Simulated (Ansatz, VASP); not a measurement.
**Two plane-wave programs on BP**

INCAR

```
SYSTEM = BP
PREC = Accurate
ENCUT = 520
EDIFF = 1E-7
ISMEAR = 0
SIGMA = 0.02
LREAL = .False.
LASPH = .True.
NELM = 80
ALGO = Normal
ISIF = 2
LWAVE = .False.
LCHARG = .True.
GGA = PE
LELF = .True.
LVHAR = .True.
NBANDS = 11
```

File KPOINTS:

```
Automatic mesh
0
Gamma
  10 10 10
  0 0 0
```

POSCAR

```
BP
1.0
    0.0000000000      2.2511791230      2.2511791230
    2.2511791230      0.0000000000      2.2511791230
    2.2511791230      2.2511791230      0.0000000000
B P
1 1
Direct
    0.0000000000      0.0000000000      0.0000000000
    0.2500000000      0.2500000000      0.2500000000
```

Input for Ansatz:

```yaml
crystal:
  lattice:
    - [0.0, 2.251179123, 2.251179123]
    - [2.251179123, 0.0, 2.251179123]
    - [2.251179123, 2.251179123, 0.0]
  atoms:
    - { symbol: B, position: [0.0, 0.0, 0.0] }
    - { symbol: P, position: [0.25, 0.25, 0.25] }
basis:
  ecutwfc: 420
kpoints:
  mp_grid: { grid: [10, 10, 10] }
hamiltonian:
  xc: pbe
scf:
  occupations: { method: gaussian, width: 0.02 }
output:
  forces: true
  stress: true
  eigenvalues: true
```

Alike in both runs: task single point; functional PBE; k mesh 10 × 10 × 10; occupations gaussian, width 0.02 eV; no spin polarisation.

|  | VASP | Ansatz |
| --- | --- | --- |
| version | VASP 6.6.1 | Ansatz 0.2.0 |
| potentials or method | VASP PAW PBE potentials, release 64 (B, P), cutoff 520 eV | scalar-relativistic, plane waves, PAW |
| valence electrons in the cell | 8 | 8 |

Ansatz gave:

| Property | Result |
| --- | --- |
| gap on the k mesh at the Fermi level (eV) | 1.21 |
| least direct gap on the mesh (eV) | 3.44 |
| pressure (GPa) | 5.2 |

Task: Which values does VASP return?

Result: gap on the k mesh at the Fermi level (eV): 1.21; least direct gap on the mesh (eV): 3.44; pressure (GPa): 5.0.
